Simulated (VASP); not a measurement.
# Ti (P6/mmm) in VASP: notebook, part 2 of 2

VASP 6.6.1. The steps go on from the part before.

**3. Relaxation of cell and atoms, r2SCAN+D4**

This run uses another cell than the first one, of 17.23 Å³/atom.

Input file POSCAR:

```
Ti
1.0
    4.6000000000      0.0000000000      0.0000000000
   -2.3000000000      3.9837168600      0.0000000000
    0.0000000000      0.0000000000      2.8200000000
Ti
3
Direct
    0.0000000000      0.0000000000      0.0000000000
    0.3333333300      0.6666666700      0.5000000000
    0.6666666700      0.3333333300      0.5000000000
```

Input file INCAR.step1:

```
ALGO = Normal
EDIFF = 1E-4
ENCUT = 600
GGA = PE
ISMEAR = -1
LASPH = T
LCHARG = F
LREAL = F
LWAVE = T
NELM = 60
PREC = Accurate
SIGMA = 0.1
```

Input file INCAR.step2:

```
ALGO = Normal
EDIFF = 1E-6
EDIFFG = -0.05
ENCUT = 600
IBRION = 2
ISIF = 3
ISMEAR = -1
ISTART = 1
IVDW = 13
LASPH = T
LCHARG = F
LMIXTAU = T
LREAL = F
LWAVE = F
METAGGA = R2SCAN
NELM = 60
NSW = 80
PREC = Accurate
SIGMA = 0.1
VDW_A1 = 0.51559235
VDW_A2 = 5.77342911
VDW_S6 = 1.0
VDW_S8 = 0.6018749
```

Input file KPOINTS:

```
k-points
0
Gamma
  8 8 11
```

Potentials or basis: VASP PAW PBE potentials, release 64 (Ti_sv).

Launch:

```bash
cat potpaw_PBE.64/Ti_sv/POTCAR > POTCAR
cp INCAR.step1 INCAR
mpirun -np 1 vasp_std > vasp.out
cp INCAR.step2 INCAR
mpirun -np 1 vasp_std > vasp.out
```

OUTCAR:

```text
EDIFF = 1E-6
   EDIFFG = -0.05
   ENCUT = 600
   IBRION = 2
   ISIF = 3
   ISMEAR = -1
   ISTART = 1
   IVDW = 13
   LASPH = T
   LREAL = F
   METAGGA = R2SCAN
   NELM = 60
   NSW = 80
   PREC = Accurate

 ion  position               nearest neighbor table
   1  0.000  0.000  0.000-
   2  0.333  0.667  0.500-   3 2.66   3 2.66   3 2.66
   3  0.667  0.333  0.500-   2 2.66   2 2.66   2 2.66

  LATTYP: Found a hexagonal cell.
 ALAT       =     4.6000000000
 C/A-ratio  =     0.6130434783

  Lattice vectors:

 A1 = (   4.6000000000,   0.0000000000,   0.0000000000)
 A2 = (  -2.3000000000,   3.9837168600,   0.0000000000)
 A3 = (   0.0000000000,   0.0000000000,   2.8200000000)

Analysis of symmetry for initial positions (statically):
=====================================================================
 Subroutine PRICEL returns:
 Original cell was already a primitive cell.

 Routine SETGRP: Setting up the symmetry group for a
 hexagonal supercell.

 Subroutine GETGRP returns: Found 24 space group operations
 (whereof 24 operations were pure point group operations)
 out of a pool of 24 trial point group operations.

The static configuration has the point symmetry D_6h.

Analysis of symmetry for dynamics (positions and initial velocities):
=====================================================================
 Subroutine PRICEL returns:
 Original cell was already a primitive cell.

 Routine SETGRP: Setting up the symmetry group for a
 hexagonal supercell.

 Subroutine GETGRP returns: Found 24 space group operations
 (whereof 24 operations were pure point group operations)
 out of a pool of 24 trial point group operations.

The dynamic configuration has the point symmetry D_6h.

 Subroutine INISYM returns: Found 24 space group operations
 (whereof 24 operations are pure point group operations),
 and found     1 'primitive' translations

----------------------------------------------------------------------------------------

                                     Primitive cell

  volume of cell :      51.6768

  direct lattice vectors                    reciprocal lattice vectors
     4.600000000  0.000000000  0.000000000     0.217391304  0.125510928  0.000000000
    -2.300000000  3.983716860  0.000000000     0.000000000  0.251021856  0.000000000
     0.000000000  0.000000000  2.820000000     0.000000000  0.000000000  0.354609929

  length of vectors
     4.600000000  4.600000002  2.820000000     0.251021856  0.251021856  0.354609929

  position of ions in fractional coordinates (direct lattice)
     0.000000000  0.000000000  0.000000000
     0.333333330  0.666666670  0.500000000
     0.666666670  0.333333330  0.500000000

  ion indices of the primitive-cell ions
   primitive index   ion index
                 1           1
                 2           2
                 3           3

----------------------------------------------------------------------------------------

 KPOINTS: k-points

Automatic generation of k-mesh.
 Grid dimensions read from file:
 generate k-points for:    8    8   11

 Generating k-lattice:

  Cartesian coordinates                     Fractional coordinates (reciprocal lattice)
     0.027173913  0.015688866  0.000000000     0.125000000  0.000000000  0.000000000
     0.000000000  0.031377732  0.000000000     0.000000000  0.125000000  0.000000000
     0.000000000  0.000000000  0.032237266     0.000000000  0.000000000  0.090909091

  Length of vectors
     0.031377732  0.031377732  0.032237266

  Shift w.r.t. Gamma in fractional coordinates (k-lattice)
     0.000000000  0.000000000  0.000000000

 Subroutine IBZKPT returns following result:
 ===========================================

 Found     60 irreducible k-points:

 Following reciprocal coordinates:
            Coordinates               Weight
  0.000000  0.000000  0.000000      1.000000
  0.125000  0.000000  0.000000      6.000000
  0.250000  0.000000  0.000000      6.000000
  0.375000  0.000000  0.000000      6.000000
  0.500000  0.000000  0.000000      3.000000
  0.125000  0.125000  0.000000      6.000000
[... 16 lines left out ...]
  0.250000  0.000000  0.181818     12.000000
  0.375000  0.000000  0.181818     12.000000
 [... further k-points ...]
   k-points           NKPTS =     60   k-points in BZ     NKDIM =     60   number of bands    NBANDS=     22
   number of dos      NEDOS =    301   number of ions     NIONS =      3
   total plane-waves  NPLWV =  38400
   dimension x,y,z NGX =    40 NGY =   40 NGZ =   24
   dimension x,y,z NGXF=    80 NGYF=   80 NGZF=   48
   ions per type =               3
   NGX,Y,Z   is equivalent  to a cutoff of  14.46, 14.46, 14.15 a.u.
   NGXF,Y,Z  is equivalent  to a cutoff of  28.91, 28.91, 28.30 a.u.
 SYSTEM =  unknown system
   PREC   = accura    normal or accurate (medium, high low for compatibility)
   ISTART =      1    job   : 0-new  1-cont  2-samecut
   ICHARG =      0    charge: 1-file 2-atom 10-const
   ISPIN  =      1    spin polarized calculation?
   LNONCOLLINEAR =      F non collinear calculations
   LSORBIT =      F    spin-orbit coupling
   LASPH  =      T    aspherical Exc in radial PAW
   ENCUT  =  600.0 eV  44.10 Ry    6.64 a.u.   9.19  9.19  5.63*2*pi/ulx,y,z
   NELM   =     60;   NELMIN=  2; NELMDL=  0     # of ELM steps
   EDIFF  = 0.1E-05   stopping-criterion for ELM
   LREAL  =      F    real-space projection
   EDIFFG = -.5E-01   stopping-criterion for IOM
   NSW    =     80    number of steps for IOM
   IBRION =      2    ionic relax: 0-MD 1-quasi-New 2-CG
   NFREE  =      1    steps in history (QN), initial steepest desc. (CG)
   ISIF   =      3    stress and relaxation
   ISYM   =      2    0-nonsym 1-usesym 2-fastsym
   POTIM  = 0.5000    time-step for ionic-motion
   TEBEG  =    0.0;   TEEND  =   0.0 temperature during run
   PSTRESS=    0.0 pullay stress
   NELECT =      36.0000    total number of electrons
   NUPDOWN=      -1.0000    fix difference up-down
   EMIN   =  10.00;   EMAX   =-10.00  energy-range for DOS
   EFERMI =   0.00;   METHOD = LEGACY
   ISMEAR =    -1;   SIGMA  =   0.10  broadening in eV -4-tet -1-fermi 0-gaus
   EFERMI_NEDOS =   21; number of points for ismear=-14 and -15
   IALGO  =     38    algorithm
   IMIX   =      4    mixing-type and parameters
     AMIX     =   0.40;   BMIX     =  1.00
     AMIX_MAG =   1.60;   BMIX_MAG =  1.00
  volume/ion in A,a.u.               =      17.23       116.24
  Fermi-wavevector in a.u.,A,eV,Ry     =   1.451255  2.742475 28.655807  2.106142
  Thomas-Fermi vector in A             =   2.568774
   LORBIT       =      0    0 simple, 1 ext, 2 COOP (PROOUT), +10 PAW based schemes
   METAGGA = R2SCAN    functional components
   LHFCALC =     F    Hartree Fock is set to
   AEXX    =    0.0000 exact exchange contribution
   IVDW    =    13    specifies the selected vdW correction
   LEPSILON=     F    determine dielectric tensor
   LRPA    =     F    only Hartree local field effects (RPA)
 conjugate gradient relaxation of ions
 non-spin polarized calculation
  energy-cutoff  :      600.00
  volume of cell :       51.68
 maximum number of plane-waves:      1757
 NGX is ok and might be reduce to    40
   NGX = 19   NGY = 19   NGZ = 11

--------------------------------------- Ionic step        1  -------------------------------------------

 number of electron      35.9999997 magnetization

 Free energy of the ion-electron system (eV)
  ---------------------------------------------------
  ext. energy  EPLUGINS =         0.00000000
  ---------------------------------------------------
  free energy    TOTEN  =       -38.93631841 eV

  energy without entropy =      -38.84707660  energy(sigma->0) =      -38.89169751

------------------------ aborting loop because EDIFF is reached ----------------------------------------

  DFT-D4 for vdW energy calculation

  Edisp (eV):   -0.20342
[... 114 lines left out ...]
--------------------------------------- Ionic step        4  -------------------------------------------

 number of electron      35.9999997 magnetization

 Free energy of the ion-electron system (eV)
  ---------------------------------------------------
  ext. energy  EPLUGINS =         0.00000000
  ---------------------------------------------------
  free energy    TOTEN  =       -38.93863129 eV

  energy without entropy =      -38.85093532  energy(sigma->0) =      -38.89478330

 E-fermi :   8.4968     XC(G=0): -12.5063

 val. band max:        8.4937107368   @ k =   0.2500   0.2500   0.0000
 cond. band min:       8.5020456331   @ k =   0.2500   0.1250   0.0000
 fundamental gap:      0.0083348963
 Fermi energy:         8.4967919978

 k-point     1 :       0.0000    0.0000    0.0000
  band No.  band energies     occupation
      1     -50.7186      2.00000
      2     -50.4873      2.00000
      3     -50.3206      2.00000
      4     -25.9865      2.00000
      5     -25.9865      2.00000
      6     -25.9363      2.00000
[... 589 lines left out ...]
     21       9.3892      0.00027
     22       9.6378      0.00002

 [... further k-points ...]

------------------------ aborting loop because EDIFF is reached ----------------------------------------

  DFT-D4 for vdW energy calculation

  Edisp (eV):   -0.20584
[... 26 lines left out ...]
  FREE ENERGIE OF THE ION-ELECTRON SYSTEM (eV)
  ---------------------------------------------------
  free  energy   TOTEN  =       -39.1444668298 eV

  energy  without entropy=      -39.0567708574  energy(sigma->0) =      -39.10061884

 reached required accuracy - stopping structural energy minimisation
```

It took 43 min on 1 thread of AMD EPYC 7R13, shared host; peak memory 0.23 GiB.

What came out:

```
Free energy                           : -39.1445 eV
Relaxed volume                        : 17.01 Å³/atom
Relaxed cell                          : a = 4.566 Å, b = 4.566 Å, c = 2.825 Å, α = 90.00°, β = 90.00°, γ = 120.00°
Space group after relaxing (to 0.1 Å) : P6/mmm (No. 191)
Energy gained by relaxing             : 1.6 meV/atom
Ionic steps                           : 4
Pressure after relaxing               : 0.0 GPa
Band gap on the k mesh                : zero (bands 18 and 19 overlap by 0.21 eV)
Dispersion energy per atom            : -0.069 eV
```

Step by step:
| step | energy change (eV) | largest force (eV/Å) | pressure (GPa) | volume (Å³) |
| --- | --- | --- | --- | --- |
| 1 | 0.0000 | 0.0000 | -1.58 | 51.68 |
| 2 | -0.0022 | 0.0000 | 1.41 | 50.41 |
| 3 | -0.0044 | 0.0000 | 0.19 | 50.95 |
| 4 | -0.0047 | 0.0000 | -0.04 | 51.02 |

Final structure:
```cif
data_structure
_symmetry_space_group_name_H-M 'P 1'
_symmetry_Int_Tables_number 1
_cell_length_a 4.5664
_cell_length_b 4.5664
_cell_length_c 2.8255
_cell_angle_alpha 90.000
_cell_angle_beta 90.000
_cell_angle_gamma 120.000
_cell_volume 51.02
loop_
_atom_site_label
_atom_site_type_symbol
_atom_site_fract_x
_atom_site_fract_y
_atom_site_fract_z
_atom_site_occupancy
Ti1 Ti 0.00000 0.00000 0.00000 1
Ti2 Ti 0.33333 0.66667 0.50000 1
Ti3 Ti 0.66667 0.33333 0.50000 1
```

Caveat: the PAW data sets were made with another functional, which shifts forces and pressure a little.
